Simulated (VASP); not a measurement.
Write the native input for VASP 6.6.1 that does the following.

* Task: single point
* Functional: PBEsol
* Potentials or basis: VASP PAW PBE potentials, release 64 (B, As_d)
* Cutoff: 600 eV
* k mesh: 12 × 12 × 12
* Occupations: gaussian, width 0.05 eV
* Spin: no spin polarisation
* Dipole correction: no
* Second run: valence_matched
* Further INCAR settings: ALGO = Normal; EDIFF = 1e-06; NBANDS = 16

The structure of BAs lies in POSCAR:

```
BAs
1.0
    0.0000000000      2.3517223938      2.3517223938
    2.3517223938      0.0000000000      2.3517223938
    2.3517223938      2.3517223938      0.0000000000
B As
1 1
Direct
    0.0000000000      0.0000000000      0.0000000000
    0.7500000000      0.7500000000      0.7500000000
```

This cell differs from its parent crystal: volume scaled by 0.960.

These files were run (other wordings do the same):

INCAR

```
SYSTEM = BAs
  PREC = Accurate
  ENCUT = 600
  EDIFF = 1E-6
  ISMEAR = 0
  SIGMA = 0.05
  LREAL = .FALSE.
  LASPH = .TRUE.
  NELM = 120
  ALGO = Normal
  ISIF = 2
  LWAVE = .FALSE.
  LCHARG = .FALSE.
  GGA = PS
  NBANDS = 16
  GGA_COMPAT = .FALSE.
```

KPOINTS

```
Automatic mesh
0
G
  12 12 12
  0 0 0
```

Potentials or basis: VASP PAW PBE potentials, release 64 (B, As_d).

Run with:

```console
$ cat potpaw_PBE.64/B/POTCAR potpaw_PBE.64/As_d/POTCAR > POTCAR
$ mpirun -np 1 vasp_std > vasp.out
```

Results of the run:

```json
{"Pressure": "6.0 GPa", "Band gap on the k mesh": "1.04 eV, indirect (least direct gap 3.30 eV)"}
```

Caveat: the PAW data sets were made with another functional, which shifts forces and pressure a little.

Run time: 16 s on 1 thread of Intel(R) Xeon(R) 6975P-C (Granite Rapids), on a shared host, peak memory 0.17 GiB.
